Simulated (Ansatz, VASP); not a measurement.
**One calculation of Ru, two programs**

```
Ru
1.0
     2.17152    0.00000    0.00000
    -1.08576    1.88059    0.00000
     0.00000    0.00000    2.02569
Ru
1
Direct
  0.00000 0.00000 0.00000
```

Change from the starting cell: volume scaled by 0.55, norm-conserving files.

Alike in both runs: task single point; functional PBE; k mesh 17 × 17 × 15; occupations fermi-dirac, width 0.05 eV; no spin polarisation.

|  | VASP | Ansatz |
| --- | --- | --- |
| version | VASP 6.6.1 | Ansatz 0.2.0 |
| potentials or method | VASP PAW PBE potentials, release 64 (Ru_pv) | norm-conserving pseudopotentials, scalar-relativistic |
| plane-wave cutoff (eV) | 520 | 1143 |
| valence electrons in the cell | 14 | 16 |

Ansatz gave:

```
pressure (GPa)                                                : 573.1
traceless stress, the component that is largest in VASP (GPa) : -0.05
```

Question: Estimate VASP's values.

Answer: Pressure (GPa): 585.3; traceless stress, the component that is largest in VASP (GPa): 3.48.

Both programs put the cell under a high pressure, so it lies far from rest at this level. With one functional, cell and mesh, what is left measures potentials, basis and numerics. VASP's potentials hold 14 valence electrons a cell and Ansatz's 16, so a difference there can come from the potentials and not from the codes.

Noted on VASP's run: the cell as given lies far from equilibrium.
